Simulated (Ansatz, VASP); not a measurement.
ReP in VASP and in Ansatz

File INCAR:

```
ALGO = Normal
EDIFF = 1E-6
ENCUT = 560
GGA = PE
GGA_COMPAT = False
ISIF = 2
ISMEAR = 0
LASPH = True
LCHARG = False
LREAL = False
LWAVE = False
NBANDS = 17
NELM = 120
PREC = Accurate
SIGMA = 0.05
```

Contents of KPOINTS:

```
k-points
0
Gamma
  12 12 12
```

Contents of POSCAR:

```
ReP
1.0
    0.0000000000      2.4247599281      2.4247599281
    2.4247599281      0.0000000000      2.4247599281
    2.4247599281      2.4247599281      0.0000000000
Re P
1 1
Direct
    0.5000000000      0.5000000000      0.5000000000
    0.0000000000      0.0000000000      0.0000000000
```

Input for Ansatz:

```yaml
crystal:
  lattice:
    - [0.0, 2.4247599281, 2.4247599281]
    - [2.4247599281, 0.0, 2.4247599281]
    - [2.4247599281, 2.4247599281, 0.0]
  atoms:
    - { symbol: Re, position: [0.5, 0.5, 0.5] }
    - { symbol: P, position: [0.0, 0.0, 0.0] }
basis:
  ecutwfc: 420
  ecutrho_ratio: 4
kpoints:
  mp_grid: { grid: [12, 12, 12] }
hamiltonian:
  xc: pbe
scf:
  occupations: { method: gaussian, width: 0.05 }
output:
  forces: true
  stress: true
  eigenvalues: true
```

Alike in both runs: task single point; functional PBE; k mesh 12 × 12 × 12; occupations gaussian, width 0.05 eV; no spin polarisation.

```csv
,VASP,Ansatz
version,VASP 6.6.1,Ansatz 0.2.0
potentials or method,"VASP PAW PBE potentials, release 64 (Re_sv_GW, P), cutoff 560 eV","scalar-relativistic, plane waves, PAW"
valence electrons in the cell,20,20
```

|  | VASP | Ansatz | Ansatz less VASP |
| --- | --- | --- | --- |
| gap on the k mesh at the Fermi level (eV) | none | none | - |
| pressure (GPa) | 8.8 | 9.7 | +0.89 |

A gap of «none» marks a metal or a gap that the smearing closes. The functional is the same, so the differences come from potentials, cutoffs and numerics.

Neither program's run includes spin-orbit coupling.
